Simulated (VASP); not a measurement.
Crystal: NaCl.

```xyz
2
Lattice="-0.1818 3.0289 3.0289 3.0289 -0.1818 3.0289 3.0289 3.0289 -0.1818" Properties=species:S:1:pos:R:3 pbc="T T T"
Na   -0.0420   -0.0420   -0.0420
Cl    1.5111    1.5111    1.5111
```

This cell differs from its parent crystal: epitaxial 111 strain +4.0%.

Base run:

- Program: VASP 6.6.1
- Functional: PBE
- Potentials or basis: VASP PAW PBE potentials, release 64 (Na_pv, Cl)
- Cutoff: 500 eV
- k mesh: 8 × 8 × 8
- Occupations: fermi-dirac, width 0.02 eV
- Spin: no spin polarisation

Its results: band gap on the k mesh 4.70 eV; pressure 0.0 GPa.

Task: The run is repeated on the same cell with these changes: functional from PBE to r2SCAN; cutoff from 500 eV to 550 eV; occupations from fermi-dirac, width 0.02 eV to gaussian, width 0.01 eV. What comes out?

Result: Band gap on the k mesh 5.32 eV; pressure -0.7 GPa.

Caveats: the PAW data sets were made with another functional, which shifts forces and pressure a little (at least some runs).

A k mesh can miss the band edges.
